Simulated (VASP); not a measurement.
A run of VASP 6.6.1 is set up as follows.

INCAR

```
SYSTEM = Si
PREC     = Accurate       ! precision mode
ENCUT    = 520            ! plane-wave cutoff, eV
EDIFF    = 1E-6           ! SCF threshold, eV
ISMEAR   = 0              ! smearing method
SIGMA    = 0.05           ! smearing width, eV
LREAL    = .FALSE.        ! projectors in reciprocal space
LASPH    = .TRUE.         ! aspherical terms in the spheres
NELM     = 100            ! most SCF steps
ALGO     = Normal         ! electronic algorithm
ISIF     = 2              ! what is computed and relaxed
LWAVE    = .FALSE.        ! write WAVECAR
LCHARG   = .TRUE.         ! write CHGCAR
GGA      = PE             ! functional
LELF     = .TRUE.         ! ELF
LVHAR    = .TRUE.       
NBANDS   = 26             ! bands
```

File KPOINTS:

```
Automatic mesh
0
G
  10 10 3
  0 0 0
```

Contents of POSCAR:

```
Si
1.0
   -3.8510822046      0.0000000000      0.0000000000
   -1.9255411023     -3.3351350213      0.0000000000
   -0.6418470341     -1.1117116738     12.7293621948
Si
8
Direct
    0.3333333333      0.0311779878      0.9064660365
    0.3333333333      0.1978446545      0.4064660365
    0.6666666667      0.6145113212      0.1564660365
    0.6666666667      0.4478446545      0.6564660365
    0.3333333333      0.3021553455      0.0935339635
    0.3333333333      0.1354886788      0.5935339635
    0.6666666667      0.5521553455      0.3435339635
    0.6666666667      0.3854886788      0.8435339635
```

Potentials or basis: VASP PAW PBE potentials, release 64 (Si).

Run with:

```bash
$ cat potpaw_PBE.64/Si/POTCAR > POTCAR
$ mpirun -np 1 vasp_std > vasp.out
```

(1) Estimate the largest force.

(2) Predict the pressure.

(3) Predict the band gap on the k mesh.

## Answers

(1) 1.354 eV/Å.

(2) -0.8 GPa.

(3) zero (bands 16 and 17 overlap by 0.02 eV).

Caveat: semilocal functionals underestimate gaps, so a narrow gap can read as zero; forces of over 1 eV/Å act on the atoms, so gaps and moduli don't describe the material at rest.
